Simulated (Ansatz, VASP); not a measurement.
**Two plane-wave programs on KCl**

File INCAR:

```
SYSTEM = KCl
PREC = Accurate ; ENCUT = 500
EDIFF = 1E-6 ; ISMEAR = 0
SIGMA = 0.01 ; LREAL = .FALSE.
LASPH = .TRUE. ; NELM = 120
ALGO = Normal ; ISIF = 2
LWAVE = .FALSE. ; LCHARG = .TRUE.
GGA = PE ; LELF = .TRUE.
LVHAR = .TRUE. ; NBANDS = 15
GGA_COMPAT = .FALSE.
```

Contents of KPOINTS:

```
Automatic mesh
0
G
  6 6 6
  0 0 0
```

POSCAR

```
KCl
1.0
    0.0000000000      3.1240781042      3.1240781042
    3.1240781042      0.0000000000      3.1240781042
    3.1240781042      3.1240781042      0.0000000000
K Cl
1 1
Direct
    0.0000000000      0.0000000000      0.0000000000
    0.5000000000      0.5000000000      0.5000000000
```

Input for Ansatz:

```yaml
crystal:
  lattice:
    - [0.0, 3.1240781042, 3.1240781042]
    - [3.1240781042, 0.0, 3.1240781042]
    - [3.1240781042, 3.1240781042, 0.0]
  atoms:
    - { symbol: K, position: [0.0, 0.0, 0.0] }
    - { symbol: Cl, position: [0.5, 0.5, 0.5] }
kpoints:
  mp_grid: { grid: [6, 6, 6] }
hamiltonian:
  xc: pbe
scf:
  occupations: { method: fixed }
  n_extra_bands: 4
output:
  forces: true
  stress: true
  eigenvalues: true
```

Alike in both runs: task single point; functional PBE; k mesh 6 × 6 × 6; no spin polarisation.

```csv
,VASP,Ansatz
version,VASP 6.6.1,Ansatz 0.2.0
potentials or method,"VASP PAW PBE potentials, release 64 (K_sv, Cl)","plane waves, PAW"
plane-wave cutoff (eV),500,420
occupations,"gaussian, width 0.01 eV",fixed
valence electrons in the cell,16,16
```

|  | VASP | Ansatz | Ansatz less VASP |
| --- | --- | --- | --- |
| gap on the k mesh at the Fermi level (eV) | 5.26 | 5.26 | +0.003 |
| pressure (GPa) | 1.2 | 1.2 | -0.03 |
